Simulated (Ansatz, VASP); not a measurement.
Two plane-wave programs on Ti

The input POSCAR:

```
Ti
1.0
    4.6920000000      0.0000000000      0.0000000000
   -2.3460000000      4.0633913400      0.0000000000
    0.0000000000      0.0000000000      2.8200000000
Ti
3
Direct
    0.0000000000      0.0000000000      0.0000000000
    0.3333333333      0.6666666667      0.5000000000
    0.6666666667      0.3333333333      0.5000000000
```

Contents of INCAR.step1:

```
PREC = Accurate ; ENCUT = 520
ISMEAR = 1 ; SIGMA = 0.1
LREAL = False ; LASPH = True
NELM = 80 ; NBANDS = 25
GGA = PE ; ALGO = Normal
EDIFF = 1E-4 ; LWAVE = True
LCHARG = False
```

File INCAR.step2:

```
PREC = Accurate ; ENCUT = 520
EDIFF = 1E-7 ; ISMEAR = 1
SIGMA = 0.1 ; LREAL = False
LASPH = True ; NELM = 80
ALGO = Normal ; ISIF = 2
LWAVE = False ; LCHARG = True
METAGGA = R2SCAN ; LMIXTAU = True
LELF = True ; LVHAR = True
NBANDS = 25 ; ISTART = 1
```

File KPOINTS:

```
regular mesh
0
Gamma
  9 9 12
```

Input for Ansatz:

```yaml
crystal:
  lattice:
    - [4.691999999999999, 0.0, 0.0]
    - [-2.3459999999999996, 4.06339134, 0.0]
    - [0.0, 0.0, 2.82]
  atoms:
    - { symbol: Ti, position: [0.0, 0.0, 0.0] }
    - { symbol: Ti, position: [0.3333333333333333, 0.6666666666666666, 0.5] }
    - { symbol: Ti, position: [0.6666666666666666, 0.3333333333333333, 0.5] }
basis:
  ecutwfc: 520.0
kpoints:
  mp_grid:
    grid: [9, 9, 12]
hamiltonian:
  xc: r2scan
scf:
  occupations:
    method: cold
    width: 0.1
output:
  stress: true
```

Alike in both runs: task single point; functional r2SCAN; k mesh 9 × 9 × 12; no spin polarisation.

|  | VASP | Ansatz |
| --- | --- | --- |
| version | VASP 6.6.1 | Ansatz 0.2.0 |
| potentials or method | VASP PAW PBE potentials, release 64 (Ti_sv), cutoff 520 eV | plane waves, PAW |
| occupations | methfessel-paxton of order 1, width 0.1 eV | cold, width 0.1 eV |
| valence electrons in the cell | 36 | 36 |

Ansatz gave:

```
pressure (GPa)                                                : -5.5
traceless stress, the component that is largest in VASP (GPa) : 3.50
```

Task: Estimate VASP's values.

Result: Pressure (GPa): -5.1; traceless stress, the component that is largest in VASP (GPa): 3.46.

VASP's potentials were made for PBE, not for r2SCAN. Ansatz's warnings: structure snapped to symmetry.
